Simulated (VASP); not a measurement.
# B (C2/m) in VASP: relaxation of cell and atoms with PBE

Aim: the relaxation of cell and atoms of B with PBE.

Everything below comes from runs of VASP 6.6.1. Logs are shortened: lines on timing, memory, paths and dates and some standing lists are left out, and cuts for length are marked.

## 1. The cell of the first run

It takes space group C2/m (No. 12, monoclinic). The conventional cell has a = 3.564 Å, b = 4.617 Å, c = 5.269 Å, α = 90.00°, β = 96.76°, γ = 90.00°. Within 2.2 Å of B (site symmetry m) lie 5 B at 1.68 to 1.83 Å. Within 2.3 Å of B (site symmetry 1) lie 7 B at 1.71 to 1.96 Å.

## 2. Relaxation of cell and atoms, PBE

Input file INCAR:

```
SYSTEM = B
PREC = Accurate
ENCUT = 600
EDIFF = 1E-6
ISMEAR = 0
SIGMA = 0.1
LREAL = .False.
LASPH = .True.
NELM = 60
ALGO = Fast
ISIF = 3
LWAVE = .False.
LCHARG = .False.
GGA = PE
IBRION = 2
NSW = 100
EDIFFG = -0.01
```

Input file KPOINTS:

```
Automatic mesh
0
Gamma
  14 14 8
  0 0 0
```

Input file POSCAR:

```
B
1.0
    1.7821287705     -2.3084336147      0.0000000000
    1.7821287705      2.3084336147      0.0000000000
   -0.6202843507      0.0000000000      5.2324196959
B
6
Direct
    0.9666749754      0.9666749754      0.8391809686
    0.5639060280      0.1638738744      0.3452250206
    0.4360939720      0.8361261256      0.6547749794
    0.1638738744      0.5639060280      0.3452250206
    0.0333250246      0.0333250246      0.1608190314
    0.8361261256      0.4360939720      0.6547749794
```

Potentials or basis: VASP PAW PBE potentials, release 64 (B).

Launch:

```bash
> cat potpaw_PBE.64/B/POTCAR > POTCAR
> mpirun -np 1 vasp_std > vasp.out
```

OUTCAR:

```text
SYSTEM = B
   PREC = Accurate
   ENCUT = 600
   EDIFF = 1E-6
   ISMEAR = 0
   LREAL = .False.
   LASPH = .True.
   NELM = 60
   ISIF = 3
   GGA = PE
   IBRION = 2
   NSW = 100
   EDIFFG = -0.01

 ion  position               nearest neighbor table
   1  0.967  0.967  0.839-   5 1.68   6 1.71   3 1.71   3 1.83   6 1.83
   2  0.564  0.164  0.345-   5 1.71   6 1.80   5 1.83   4 1.84   4 1.84   4 1.85   3 1.96
   3  0.436  0.836  0.655-   1 1.71   4 1.80   1 1.83   6 1.84   6 1.84   6 1.85   2 1.96
   4  0.164  0.564  0.345-   5 1.71   3 1.80   5 1.83   2 1.84   2 1.84   2 1.85   6 1.96
   5  0.033  0.033  0.161-   1 1.68   4 1.71   2 1.71   2 1.83   4 1.83
   6  0.836  0.436  0.655-   1 1.71   2 1.80   1 1.83   3 1.84   3 1.84   3 1.85   4 1.96

  LATTYP: Found a base centered monoclinic cell.
 ALAT       =     3.5642575410
 B/A-ratio  =     1.2953236898
 C/A-ratio  =     1.4783044133
 COS(beta)  =    -0.1177220656

  Lattice vectors:

 A1 = (   1.7821287705,  -2.3084336147,   0.0000000000)
 A2 = (   1.7821287705,   2.3084336147,   0.0000000000)
 A3 = (  -0.6202843507,   0.0000000000,   5.2324196959)

Analysis of symmetry for initial positions (statically):
=====================================================================
 Subroutine PRICEL returns:
 Original cell was already a primitive cell.

 Routine SETGRP: Setting up the symmetry group for a
 base centered monoclinic supercell.

 Subroutine GETGRP returns: Found  4 space group operations
 (whereof  4 operations were pure point group operations)
 out of a pool of  4 trial point group operations.

The static configuration has the point symmetry C_2h.

Analysis of symmetry for dynamics (positions and initial velocities):
=====================================================================
 Subroutine PRICEL returns:
 Original cell was already a primitive cell.

 Routine SETGRP: Setting up the symmetry group for a
 base centered monoclinic supercell.

 Subroutine GETGRP returns: Found  4 space group operations
 (whereof  4 operations were pure point group operations)
 out of a pool of  4 trial point group operations.

The dynamic configuration has the point symmetry C_2h.

 Subroutine INISYM returns: Found  4 space group operations
 (whereof  4 operations are pure point group operations),
 and found     1 'primitive' translations

----------------------------------------------------------------------------------------

                                     Primitive cell

  volume of cell :      43.0516

  direct lattice vectors                    reciprocal lattice vectors
     1.782128770 -2.308433615  0.000000000     0.280563340 -0.216597089  0.033259765
     1.782128770  2.308433615  0.000000000     0.280563340  0.216597089  0.033259765
    -0.620284351  0.000000000  5.232419696     0.000000000  0.000000000  0.191116168

  length of vectors
     2.916307375  2.916307375  5.269057653     0.356000419  0.356000419  0.191116168

  position of ions in fractional coordinates (direct lattice)
     0.966674975  0.966674975  0.839180969
     0.563906028  0.163873874  0.345225021
     0.436093972  0.836126126  0.654774979
     0.163873874  0.563906028  0.345225021
     0.033325025  0.033325025  0.160819031
     0.836126126  0.436093972  0.654774979

  ion indices of the primitive-cell ions
   primitive index   ion index
                 1           1
                 2           2
                 3           3
                 4           4
                 5           5
                 6           6

----------------------------------------------------------------------------------------

 KPOINTS: Automatic mesh

Automatic generation of k-mesh.
 Grid dimensions read from file:
 generate k-points for:   14   14    8

 Generating k-lattice:

  Cartesian coordinates                     Fractional coordinates (reciprocal lattice)
     0.020040239 -0.015471221  0.002375697     0.071428571  0.000000000 -0.000000000
     0.020040239  0.015471221  0.002375697     0.000000000  0.071428571 -0.000000000
     0.000000000  0.000000000  0.023889521     0.000000000  0.000000000  0.125000000

  Length of vectors
     0.025428601  0.025428601  0.023889521

  Shift w.r.t. Gamma in fractional coordinates (k-lattice)
     0.000000000  0.000000000  0.000000000

 Subroutine IBZKPT returns following result:
 ===========================================

 Found    429 irreducible k-points:

 Following reciprocal coordinates:
            Coordinates               Weight
  0.000000  0.000000  0.000000      1.000000
  0.071429  0.000000  0.000000      4.000000
  0.142857 -0.000000 -0.000000      4.000000
  0.214286  0.000000 -0.000000      4.000000
  0.285714  0.000000 -0.000000      4.000000
  0.357143  0.000000 -0.000000      4.000000
[... 16 lines left out ...]
  0.214286  0.142857 -0.000000      4.000000
  0.285714  0.142857 -0.000000      4.000000
 [... further k-points ...]
   k-points           NKPTS =    429   k-points in BZ     NKDIM =    429   number of bands    NBANDS=     13
   number of dos      NEDOS =    301   number of ions     NIONS =      6
   total plane-waves  NPLWV =  24192
   dimension x,y,z NGX =    24 NGY =   24 NGZ =   42
   dimension x,y,z NGXF=    48 NGYF=   48 NGZF=   84
   ions per type =               6
   NGX,Y,Z   is equivalent  to a cutoff of  13.68, 13.68, 13.25 a.u.
   NGXF,Y,Z  is equivalent  to a cutoff of  27.36, 27.36, 26.50 a.u.
 SYSTEM =  B
   PREC   = accura    normal or accurate (medium, high low for compatibility)
   ISTART =      0    job   : 0-new  1-cont  2-samecut
   ICHARG =      2    charge: 1-file 2-atom 10-const
   ISPIN  =      1    spin polarized calculation?
   LNONCOLLINEAR =      F non collinear calculations
   LSORBIT =      F    spin-orbit coupling
   LASPH  =      T    aspherical Exc in radial PAW
   ENCUT  =  600.0 eV  44.10 Ry    6.64 a.u.   5.82  5.82 10.52*2*pi/ulx,y,z
   NELM   =     60;   NELMIN=  2; NELMDL= -5     # of ELM steps
   EDIFF  = 0.1E-05   stopping-criterion for ELM
   LREAL  =      F    real-space projection
   EDIFFG = -.1E-01   stopping-criterion for IOM
   NSW    =    100    number of steps for IOM
   IBRION =      2    ionic relax: 0-MD 1-quasi-New 2-CG
   NFREE  =      1    steps in history (QN), initial steepest desc. (CG)
   ISIF   =      3    stress and relaxation
   ISYM   =      2    0-nonsym 1-usesym 2-fastsym
   POTIM  = 0.5000    time-step for ionic-motion
   TEBEG  =    0.0;   TEEND  =   0.0 temperature during run
   PSTRESS=    0.0 pullay stress
   NELECT =      18.0000    total number of electrons
   NUPDOWN=      -1.0000    fix difference up-down
   EMIN   =  10.00;   EMAX   =-10.00  energy-range for DOS
   EFERMI =   0.00;   METHOD = LEGACY
   ISMEAR =     0;   SIGMA  =   0.10  broadening in eV -4-tet -1-fermi 0-gaus
   EFERMI_NEDOS =   21; number of points for ismear=-14 and -15
   IALGO  =     68    algorithm
   IMIX   =      4    mixing-type and parameters
     AMIX     =   0.40;   BMIX     =  1.00
     AMIX_MAG =   1.60;   BMIX_MAG =  1.00
  volume/ion in A,a.u.               =       7.18        48.42
  Fermi-wavevector in a.u.,A,eV,Ry     =   1.224154  2.313315 20.389045  1.498553
  Thomas-Fermi vector in A             =   2.359239
   LORBIT       =      0    0 simple, 1 ext, 2 COOP (PROOUT), +10 PAW based schemes
   GGA     = PE    functional components
   LHFCALC =     F    Hartree Fock is set to
   AEXX    =    0.0000 exact exchange contribution
   IVDW    =     0    specifies the selected vdW correction
   LEPSILON=     F    determine dielectric tensor
   LRPA    =     F    only Hartree local field effects (RPA)
 conjugate gradient relaxation of ions
 non-spin polarized calculation
 RMM-DIIS sequential band-by-band and
 Gauss-broadening in eV      SIGMA  =   0.10
  energy-cutoff  :      600.00
  volume of cell :       43.05
 maximum number of plane-waves:      1454
   NGX = 11   NGY = 11   NGZ = 21

--------------------------------------- Ionic step        1  -------------------------------------------

 number of electron      18.0000000 magnetization

 Free energy of the ion-electron system (eV)
  ---------------------------------------------------
  ext. energy  EPLUGINS =         0.00000000
  ---------------------------------------------------
  free energy    TOTEN  =       -39.12018898 eV

  energy without entropy =      -39.11682378  energy(sigma->0) =      -39.11850638

------------------------ aborting loop because EDIFF is reached ----------------------------------------

  FORCE on cell =-STRESS in cart. coord.  units (eV):
  Direction    XX          YY          ZZ          XY          YZ          ZX
  --------------------------------------------------------------------------------------
  -------------------------------------------------------------------------------------
  Total       -0.4172666      0.3333912      0.0122380      0.0000000      0.0000000      0.0503965
  in kB      -15.5287024     12.4072533      0.4554412      0.0000000      0.0000000      1.8755197
  external PRESSURE =      -0.8886693 kB  Pullay stress =       0.0000000 kB
[... 101 lines left out ...]
  FREE ENERGIE OF THE ION-ELECTRON SYSTEM (eV)
  ---------------------------------------------------
  free  energy   TOTEN  =       -39.1219801703 eV

  energy  without entropy=      -39.1184882425  energy(sigma->0) =      -39.12023421

[... ionic steps 4 to 8 ...]

--------------------------------------- Ionic step        9  -------------------------------------------

 number of electron      18.0000000 magnetization

------------------------ aborting loop because EDIFF is reached ----------------------------------------
[... 75 lines left out ...]
--------------------------------------- Ionic step       11  -------------------------------------------

 number of electron      18.0000000 magnetization

 Free energy of the ion-electron system (eV)
  ---------------------------------------------------
  ext. energy  EPLUGINS =         0.00000000
  ---------------------------------------------------
  free energy    TOTEN  =       -39.12276071 eV

  energy without entropy =      -39.11914987  energy(sigma->0) =      -39.12095529

 E-fermi :   6.1930     XC(G=0): -11.6835

 val. band max:        6.1930115836   @ k =   0.3571   0.3571  -0.0000
 cond. band min:       6.1972238037   @ k =   0.5000   0.2143   0.3750
 fundamental gap:      0.0042122200
 Fermi energy:         6.1930424941

 k-point     1 :       0.0000    0.0000    0.0000
  band No.  band energies     occupation
      1     -10.0567      2.00000
      2      -5.8718      2.00000
      3      -3.5735      2.00000
      4       1.7559      2.00000
      5       1.9018      2.00000
      6       4.1065      2.00000
      7       4.2639      2.00000
      8       4.6781      2.00000
      9       8.8652      0.00000
     10       9.4156      0.00000
     11      10.6169      0.00000
     12      11.0432      0.00000
     13      11.3199      0.00000
[... 354 lines left out ...]
  band No.  band energies     occupation
      1      -8.2856      2.00000
      2      -4.6270      2.00000
      3      -3.0071      2.00000
      4      -1.7019      2.00000
      5       0.1246      2.00000
      6       0.6383      2.00000
      7       2.9460      2.00000
      8       3.4502      2.00000
      9       5.3376      2.00000
     10      10.1669      0.00000
     11      11.6060      0.00000
     12      12.0583      0.00000
     13      13.1045      0.00000

 [... further k-points ...]

------------------------ aborting loop because EDIFF is reached ----------------------------------------

  FORCE on cell =-STRESS in cart. coord.  units (eV):
  Direction    XX          YY          ZZ          XY          YZ          ZX
  --------------------------------------------------------------------------------------
  -------------------------------------------------------------------------------------
  Total        0.0138774     -0.0013594      0.0104068      0.0000000      0.0000000      0.0153740
  in kB        0.5170642     -0.0506498      0.3877535      0.0000000      0.0000000      0.5728260
  external PRESSURE =       0.2847226 kB  Pullay stress =       0.0000000 kB
[... 21 lines left out ...]
  FREE ENERGIE OF THE ION-ELECTRON SYSTEM (eV)
  ---------------------------------------------------
  free  energy   TOTEN  =       -39.1227607074 eV

  energy  without entropy=      -39.1191498678  energy(sigma->0) =      -39.12095529

 reached required accuracy - stopping structural energy minimisation
```

It took 8.8 min on 1 thread of Oxide Virtual Turin-like, shared host; peak memory 0.31 GiB.

What came out:

- Free energy: -39.1228 eV
- Relaxed volume: 7.17 Å³/atom
- Relaxed cell: a = 2.920 Å, b = 2.920 Å, c = 5.264 Å, α = 93.94°, β = 93.94°, γ = 105.36°
- Space group after relaxing (to 0.1 Å): C2/m (No. 12)
- Energy gained by relaxing: 0.4 meV/atom
- Ionic steps: 11
- Pressure after relaxing: 0.0 GPa
- Largest force after relaxing: 0.005 eV/Å
- Band gap on the k mesh: zero (bands 9 and 10 overlap by 5.01 eV)

Forces on the atoms (eV/Å):
```
B   -0.005  0.000  0.000
B    0.000  0.001  0.003
B    0.000 -0.001 -0.003
B    0.000 -0.001  0.003
B    0.005  0.000  0.000
B    0.000  0.001 -0.003
```

Stress tensor (GPa, compression positive):
```
 0.05  0.00  0.06
 0.00 -0.01  0.00
 0.06  0.00  0.04
```

The path:
```
step  energy change (eV)  largest force (eV/Å)  pressure (GPa)  volume (Å³)
   1              0.0000                0.0182           -0.09        43.05
   2             -0.0016                0.0401            0.01        43.03
   3             -0.0018                0.0569            0.06        43.01
   4             -0.0023                0.0253           -0.05        43.03
   5             -0.0023                0.0374           -0.09        43.03
   6             -0.0025                0.0253            0.01        43.01
   7             -0.0025                0.0202            0.01        43.01
   8             -0.0025                0.0265            0.00        43.00
   9             -0.0025                0.0233            0.00        43.00
  10             -0.0026                0.0107            0.02        43.00
  11             -0.0026                0.0047            0.03        43.00
```

Final structure:
```
B
1.0
     1.77019   -2.32216    0.00337
     1.77019    2.32216    0.00337
    -0.60621    0.00000    5.22920
B
6
Cartesian
  2.9118 0.0000 4.3957
  1.0843 -0.9244 1.8044
  1.8499 0.9244 3.4315
  1.0843 0.9244 1.8044
  0.0224 0.0000 0.8402
  1.8499 -0.9244 3.4315
```
